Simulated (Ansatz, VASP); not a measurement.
**Ru in VASP and in Ansatz**

```
Ru
1.0
     2.71980    0.00000    0.00000
    -1.35990    2.35541    0.00000
     0.00000    0.00000    4.29666
Ru
2
Direct
  0.33333 0.66667 0.25000
  0.66667 0.33333 0.75000
```

Alike in both runs: functional PBE; k mesh 18 × 18 × 10; occupations gaussian, width 0.1 eV; no spin polarisation.

Ansatz relaxed the structure, and its values are those at the end. VASP's run is a single point on that final structure, the one shown.

```csv
,VASP,Ansatz
version,VASP 6.6.1,Ansatz 0.2.0
potentials or method,"VASP PAW PBE potentials, release 64 (Ru_pv), cutoff 520 eV","scalar-relativistic, plane waves, PAW"
valence electrons in the cell,28,32
```

```csv
,VASP,Ansatz,Ansatz less VASP
gap on the k mesh at the Fermi level (eV),none,none,-
pressure (GPa),-0.1,0.0,+0.06
```

A gap of «none» marks a metal or a gap that the smearing closes. VASP's potentials hold 28 valence electrons a cell and Ansatz's 32, so a difference there can come from the potentials and not from the codes.
